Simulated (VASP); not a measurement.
Here is a VASP 6.6.1 calculation.

INCAR

```
SYSTEM = Hf
PREC = Accurate
ENCUT = 520
EDIFF = 1E-6
ISMEAR = 0
SIGMA = 0.15
LREAL = .False.
LASPH = .True.
NELM = 100
ALGO = Normal
ISIF = 2
LWAVE = .False.
LCHARG = .True.
GGA = PS
LELF = .True.
LVHAR = .True.
NBANDS = 11
```

File KPOINTS:

```
regular mesh
0
Gamma
  18 18 18
  0 0 0
```

The input POSCAR:

```
Hf
1.0
   -1.8050000000      1.8050000000      1.7598750000
    1.8050000000     -1.8050000000      1.7598750000
    1.8050000000      1.8050000000     -1.7598750000
Hf
1
Direct
    0.0000000000      0.0000000000      0.0000000000
```

Potentials or basis: VASP PAW PBE potentials, release 64 (Hf_pv).

The run is started by

```console
$ cat potpaw_PBE.64/Hf_pv/POTCAR > POTCAR
$ mpirun -np 1 vasp_std > vasp.out
```

Q: Estimate the pressure.

A: -7.3 GPa.

Q: Predict the band gap on the k mesh.

A: Zero (band 5 reaches 5.68 eV, above the bottom of band 6 at 3.60 eV).

Stress tensor (GPa, compression positive):
```
-6.90  0.00  0.00
 0.00 -6.90  0.00
 0.00  0.00 -8.12
```

Caveat: the cell differs from its parent crystal (strain +0.000 along x and y, -0.025 along z); the PAW data sets were made with another functional, which shifts forces and pressure a little; spin-orbit coupling is left out, which moves the levels of the heavy elements.
